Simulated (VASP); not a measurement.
Wanted: the native input for a VASP 6.6.1 run.

```
Task                   : electric field gradients
Functional             : PBE
Potentials or basis    : VASP PAW PBE potentials, release 64 (Be, S)
Cutoff                 : 520 eV
k mesh                 : 12 × 12 × 12
Occupations            : fermi-dirac, width 0.05 eV
Spin                   : no spin polarisation
Dipole correction      : no
Further INCAR settings : ALGO = Normal; EDIFF = 1e-08; NBANDS = 11
```

The structure of BeS (zincblende type) lies in POSCAR:

```
BeS
1.0
    0.0000000000      2.4047076016      2.4047076016
    2.4047076016      0.0000000000      2.4047076016
    2.4047076016      2.4047076016      0.0000000000
Be S
1 1
Direct
    0.0000000000      0.0000000000      0.0000000000
    0.2500000000      0.2500000000      0.2500000000
```

This cell differs from its parent crystal: volume scaled by 0.96.

One way to write it, as run:

INCAR

```
ALGO     = Normal         # electronic algorithm
EDIFF    = 1E-8           # SCF threshold, eV
ENCUT    = 520            # plane-wave cutoff, eV
GGA      = PE             # functional
ISIF     = 2              # what is computed and relaxed
ISMEAR   = -1             # smearing method
LASPH    = T              # aspherical terms in the spheres
LCHARG   = F              # write CHGCAR
LEFG     = T            
LREAL    = F              # projectors in reciprocal space
LWAVE    = F              # write WAVECAR
NBANDS   = 11             # bands
NELM     = 80             # most SCF steps
PREC     = Accurate       # precision mode
SIGMA    = 0.05           # smearing width, eV
```

KPOINTS

```
k-points
0
Gamma
  12 12 12
```

Potentials or basis: VASP PAW PBE potentials, release 64 (Be, S).

Launch:

```sh
$ cat potpaw_PBE.64/Be/POTCAR potpaw_PBE.64/S/POTCAR > POTCAR
$ mpirun -np 1 vasp_std > vasp.out
```

It gave:

The pressure is 4.2 GPa and the band gap on the k mesh is 3.05 eV, indirect (least direct gap 5.66 eV).

Caveat: without QUAD_EFG the Cq values of the log hold for a quadrupole moment of 1 mb, not for the nuclei.

Wall time 18 s on 1 thread of Intel(R) Xeon(R) Platinum 8559C (Emerald Rapids) (shared host), peak memory 0.15 GiB.
